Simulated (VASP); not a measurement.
# V (Fmmm) in VASP: single point with PBEsol

Aim: the single point of V with PBEsol.

All numbers are computed with VASP 6.6.1; they aren't measurements. Logs are shortened: lines on timing, memory, paths and dates and some standing lists are left out, and cuts for length are marked.

### 1 The cell of the first run

The structure is orthorhombic, space group Fmmm (No. 69). Conventional cell: a = 2.832 Å, b = 4.302 Å, c = 8.791 Å, α = 90.00°, β = 90.00°, γ = 90.00°. V (site symmetry mm2) has 11 V at 2.38 to 2.95 Å within 3.1 Å.

### 2 Single point, PBEsol

INCAR reads:

```
ALGO = Fast
EDIFF = 1E-6
ENCUT = 520
GGA = PS
ISIF = 2
ISMEAR = 0
LASPH = True
LCHARG = True
LELF = True
LREAL = False
LVHAR = True
LWAVE = False
NBANDS = 20
NELM = 80
PREC = Accurate
SIGMA = 0.1
```

KPOINTS reads:

```
k-points
0
Gamma
  24 24 24
```

POSCAR reads:

```
V
1.0
    0.0000000000      2.1512338510      4.3953146303
    1.4159069577      0.0000000000      4.3953146303
    1.4159069577      2.1512338510      0.0000000000
V
2
Direct
    0.8644228295      0.8644228295      0.1355771705
    0.1355771705      0.1355771705      0.8644228295
```

Potentials or basis: VASP PAW PBE potentials, release 64 (V_sv).

On the command line:

```bash
$ cat potpaw_PBE.64/V_sv/POTCAR > POTCAR
$ mpirun -np 1 vasp_std > vasp.out
```

OUTCAR:

```text
EDIFF = 1E-6
   ENCUT = 520
   GGA = PS
   ISIF = 2
   ISMEAR = 0
   LASPH = True
   LREAL = False
   NELM = 80
   PREC = Accurate

 ion  position               nearest neighbor table
   1  0.864  0.864  0.136-   2 2.38   2 2.46   2 2.46
   2  0.136  0.136  0.864-   1 2.38   1 2.46   1 2.46

  LATTYP: Found a face centered orthorhombic cell.
 ALAT       =     2.8318139154
 B/A-ratio  =     1.5193327777
 C/A-ratio  =     3.1042397287

  Lattice vectors:

 A1 = (   0.0000000000,   2.1512338510,   4.3953146303)
 A2 = (   1.4159069577,   0.0000000000,   4.3953146303)
 A3 = (   1.4159069577,   2.1512338510,   0.0000000000)

Analysis of symmetry for initial positions (statically):
=====================================================================
 Subroutine PRICEL returns:
 Original cell was already a primitive cell.

 Routine SETGRP: Setting up the symmetry group for a
 face centered orthorhombic supercell.

 Subroutine GETGRP returns: Found  8 space group operations
 (whereof  8 operations were pure point group operations)
 out of a pool of  8 trial point group operations.

The static configuration has the point symmetry D_2h.

Analysis of symmetry for dynamics (positions and initial velocities):
=====================================================================
 Subroutine PRICEL returns:
 Original cell was already a primitive cell.

 Routine SETGRP: Setting up the symmetry group for a
 face centered orthorhombic supercell.

 Subroutine GETGRP returns: Found  8 space group operations
 (whereof  8 operations were pure point group operations)
 out of a pool of  8 trial point group operations.

The dynamic configuration has the point symmetry D_2h.

 Subroutine INISYM returns: Found  8 space group operations
 (whereof  8 operations are pure point group operations),
 and found     1 'primitive' translations

----------------------------------------------------------------------------------------

                                     Primitive cell

  volume of cell :      26.7758

  direct lattice vectors                    reciprocal lattice vectors
     0.000000000  2.151233851  4.395314630    -0.353130548  0.232424755  0.113757499
     1.415906958  0.000000000  4.395314630     0.353130548 -0.232424755  0.113757499
     1.415906958  2.151233851  0.000000000     0.353130548  0.232424755 -0.113757499

  length of vectors
     4.893526109  4.617746551  2.575383388     0.437793581  0.437793581  0.437793581

  position of ions in fractional coordinates (direct lattice)
     0.864422830  0.864422830  0.135577170
     0.135577170  0.135577170  0.864422830

  ion indices of the primitive-cell ions
   primitive index   ion index
                 1           1
                 2           2

----------------------------------------------------------------------------------------

 KPOINTS: k-points

Automatic generation of k-mesh.
 Grid dimensions read from file:
 generate k-points for:   24   24   24

 Generating k-lattice:

  Cartesian coordinates                     Fractional coordinates (reciprocal lattice)
    -0.014713773  0.009684365  0.004739896     0.041666667 -0.000000000 -0.000000000
     0.014713773 -0.009684365  0.004739896     0.000000000  0.041666667  0.000000000
     0.014713773  0.009684365 -0.004739896     0.000000000  0.000000000  0.041666667

  Length of vectors
     0.018241399  0.018241399  0.018241399

  Shift w.r.t. Gamma in fractional coordinates (k-lattice)
     0.000000000  0.000000000  0.000000000

 Subroutine IBZKPT returns following result:
 ===========================================

 Found   1963 irreducible k-points:

 Following reciprocal coordinates:
            Coordinates               Weight
  0.000000  0.000000  0.000000      1.000000
  0.041667  0.000000  0.000000      8.000000
  0.083333  0.000000  0.000000      8.000000
  0.125000  0.000000  0.000000      8.000000
  0.166667  0.000000  0.000000      8.000000
  0.208333 -0.000000 -0.000000      8.000000
[... 16 lines left out ...]
  0.416667  0.041667  0.000000      8.000000
  0.458333  0.041667  0.000000      8.000000
 [... further k-points ...]
   k-points           NKPTS =   1963   k-points in BZ     NKDIM =   1963   number of bands    NBANDS=     20
   number of dos      NEDOS =    301   number of ions     NIONS =      2
   total plane-waves  NPLWV =  25920
   dimension x,y,z NGX =    36 NGY =   36 NGZ =   20
   dimension x,y,z NGXF=    72 NGYF=   72 NGZF=   40
   ions per type =               2
   NGX,Y,Z   is equivalent  to a cutoff of  12.23, 12.96, 12.91 a.u.
   NGXF,Y,Z  is equivalent  to a cutoff of  24.46, 25.92, 25.82 a.u.
 SYSTEM =  unknown system
   PREC   = accura    normal or accurate (medium, high low for compatibility)
   ISTART =      0    job   : 0-new  1-cont  2-samecut
   ICHARG =      2    charge: 1-file 2-atom 10-const
   ISPIN  =      1    spin polarized calculation?
   LNONCOLLINEAR =      F non collinear calculations
   LSORBIT =      F    spin-orbit coupling
   LASPH  =      T    aspherical Exc in radial PAW
   ENCUT  =  520.0 eV  38.22 Ry    6.18 a.u.   9.10  8.59  4.79*2*pi/ulx,y,z
   NELM   =     80;   NELMIN=  2; NELMDL= -5     # of ELM steps
   EDIFF  = 0.1E-05   stopping-criterion for ELM
   LREAL  =      F    real-space projection
   EDIFFG = 0.1E-04   stopping-criterion for IOM
   NSW    =      0    number of steps for IOM
   IBRION =     -1    ionic relax: 0-MD 1-quasi-New 2-CG
   NFREE  =      0    steps in history (QN), initial steepest desc. (CG)
   ISIF   =      2    stress and relaxation
   ISYM   =      2    0-nonsym 1-usesym 2-fastsym
   POTIM  = 0.5000    time-step for ionic-motion
   TEBEG  =    0.0;   TEEND  =   0.0 temperature during run
   PSTRESS=    0.0 pullay stress
   NELECT =      26.0000    total number of electrons
   NUPDOWN=      -1.0000    fix difference up-down
   EMIN   =  10.00;   EMAX   =-10.00  energy-range for DOS
   EFERMI =   0.00;   METHOD = LEGACY
   ISMEAR =     0;   SIGMA  =   0.10  broadening in eV -4-tet -1-fermi 0-gaus
   EFERMI_NEDOS =   21; number of points for ismear=-14 and -15
   IALGO  =     68    algorithm
   IMIX   =      4    mixing-type and parameters
     AMIX     =   0.40;   BMIX     =  1.00
     AMIX_MAG =   1.60;   BMIX_MAG =  1.00
  volume/ion in A,a.u.               =      13.39        90.35
  Fermi-wavevector in a.u.,A,eV,Ry     =   1.621132  3.063496 35.757071  2.628071
  Thomas-Fermi vector in A             =   2.714958
   LORBIT       =      0    0 simple, 1 ext, 2 COOP (PROOUT), +10 PAW based schemes
   GGA     = PS    functional components
   LHFCALC =     F    Hartree Fock is set to
   AEXX    =    0.0000 exact exchange contribution
   IVDW    =     0    specifies the selected vdW correction
   LEPSILON=     F    determine dielectric tensor
   LRPA    =     F    only Hartree local field effects (RPA)
 non-spin polarized calculation
 RMM-DIIS sequential band-by-band and
 Gauss-broadening in eV      SIGMA  =   0.10
  energy-cutoff  :      520.00
  volume of cell :       26.78
 maximum number of plane-waves:       744
   NGX = 19   NGY = 17   NGZ =  9

 number of electron      25.9999991 magnetization

 Free energy of the ion-electron system (eV)
  ---------------------------------------------------
  ext. energy  EPLUGINS =         0.00000000
  ---------------------------------------------------
  free energy    TOTEN  =       -18.73378295 eV

  energy without entropy =      -18.72279670  energy(sigma->0) =      -18.72828983

 E-fermi :  10.0180     XC(G=0): -13.0407

 val. band max:       10.0170170339   @ k =   0.4167   0.0833   0.2083
 cond. band min:      10.0180016499   @ k =   0.5000   0.0000   0.3750
 fundamental gap:      0.0009846159
 Fermi energy:        10.0179725734

 k-point     1 :       0.0000    0.0000    0.0000
  band No.  band energies     occupation
      1     -53.8375      2.00000
      2     -53.5544      2.00000
      3     -28.4079      2.00000
      4     -27.3681      2.00000
      5     -27.2070      2.00000
      6     -27.1423      2.00000
[... 12 lines left out ...]
     19      12.4162      0.00000
     20      12.9098      0.00000

 k-point     2 :       0.0417    0.0000    0.0000
  band No.  band energies     occupation
      1     -53.8343      2.00000
      2     -53.5533      2.00000
      3     -28.4025      2.00000
      4     -27.3782      2.00000
      5     -27.2151      2.00000
      6     -27.1490      2.00000
[... 12 lines left out ...]
     19      12.6507      0.00000
     20      12.8978      0.00000

 k-point     3 :       0.0833    0.0000    0.0000
  band No.  band energies     occupation
      1     -53.8251      2.00000
      2     -53.5503      2.00000
      3     -28.3868      2.00000
      4     -27.4086      2.00000
      5     -27.2438      2.00000
      6     -27.1631      2.00000
[... 12 lines left out ...]
     19      12.8628      0.00000
     20      13.2003      0.00000

 k-point     4 :       0.1250    0.0000    0.0000
  band No.  band energies     occupation
      1     -53.8102      2.00000
      2     -53.5456      2.00000
      3     -28.3617      2.00000
      4     -27.4587      2.00000
      5     -27.2972      2.00000
      6     -27.1770      2.00000
[... 12 lines left out ...]
     19      12.8131      0.00000
     20      13.8382      0.00000

 k-point     5 :       0.1667    0.0000    0.0000
  band No.  band energies     occupation
      1     -53.7904      2.00000
      2     -53.5397      2.00000
      3     -28.3291      2.00000
      4     -27.5271      2.00000
      5     -27.3694      2.00000
      6     -27.1913      2.00000
[... 12 lines left out ...]
     19      12.7571      0.00000
     20      14.4671      0.00000
[... 353 lines left out ...]
      6     -27.2822      2.00000
[... 12 lines left out ...]
     19      12.6916      0.00000
     20      15.4294      0.00000

 k-point    22 :       0.3750    0.0417    0.0000
  band No.  band energies     occupation
      1     -53.6802      2.00000
      2     -53.5254      2.00000
      3     -28.1656      2.00000
      4     -27.9049      2.00000
      5     -27.6446      2.00000
      6     -27.3157      2.00000
[... 12 lines left out ...]
     19      12.7589      0.00000
     20      15.5529      0.00000

 k-point    23 :       0.4167    0.0417    0.0000
  band No.  band energies     occupation
      1     -53.6564      2.00000
      2     -53.5232      2.00000
      3     -28.1554      2.00000
      4     -27.9830      2.00000
      5     -27.6789      2.00000
      6     -27.3454      2.00000
[... 12 lines left out ...]
     19      13.0179      0.00000
     20      15.5549      0.00000

 k-point    24 :       0.4583    0.0417    0.0000
  band No.  band energies     occupation
      1     -53.6377      2.00000
      2     -53.5218      2.00000
      3     -28.1577      2.00000
      4     -28.0418      2.00000
      5     -27.6963      2.00000
      6     -27.3680      2.00000
[... 12 lines left out ...]
     19      13.4535      0.00000
     20      15.4173      0.00000

 [... further k-points ...]

------------------------ aborting loop because EDIFF is reached ----------------------------------------

  FORCE on cell =-STRESS in cart. coord.  units (eV):
  Direction    XX          YY          ZZ          XY          YZ          ZX
  --------------------------------------------------------------------------------------
  -------------------------------------------------------------------------------------
  Total        0.0550411      0.0482415      0.0726172      0.0000000      0.0000000      0.0000000
  in kB        3.2934809      2.8866172      4.3451816      0.0000000      0.0000000      0.0000000
  external PRESSURE =       3.5084266 kB  Pullay stress =       0.0000000 kB

 VOLUME and BASIS-vectors are now :
 -----------------------------------------------------------------------------
  energy-cutoff  :      520.00
  volume of cell :       26.78
      direct lattice vectors                 reciprocal lattice vectors
     0.000000000  2.151233851  4.395314630    -0.353130548  0.232424755  0.113757499
     1.415906958  0.000000000  4.395314630     0.353130548 -0.232424755  0.113757499
     1.415906958  2.151233851  0.000000000     0.353130548  0.232424755 -0.113757499

 POSITION                                       TOTAL-FORCE (eV/Angst)
 -----------------------------------------------------------------------------------
      1.41591      2.15123      7.59882         0.000000      0.000000     -0.004396
      1.41591      2.15123      1.19181         0.000000      0.000000      0.004396
 -----------------------------------------------------------------------------------
    total drift:                               -0.000000      0.000000      0.000000

  FREE ENERGIE OF THE ION-ELECTRON SYSTEM (eV)
  ---------------------------------------------------
  free  energy   TOTEN  =       -18.7337829506 eV

  energy  without entropy=      -18.7227966994  energy(sigma->0) =      -18.72828983
```

It took 30 min on 1 thread of Intel Xeon 8259CL, shared host; peak memory 0.87 GiB.

Results:

```yaml
Free_energy: -18.7338 eV
Pressure: 0.4 GPa
Largest_force: 0.004 eV/Å
Band_gap_on_the_k_mesh: zero (bands 13 and 14 overlap by 0.99 eV)
```

Forces on the atoms (eV/Å):
```
V    0.000  0.000 -0.004
V    0.000  0.000  0.004
```

Stress tensor (GPa, compression positive):
```
0.33 0.00 0.00
0.00 0.29 0.00
0.00 0.00 0.43
```

Caveat: the PAW data sets were made with another functional, which shifts forces and pressure a little.
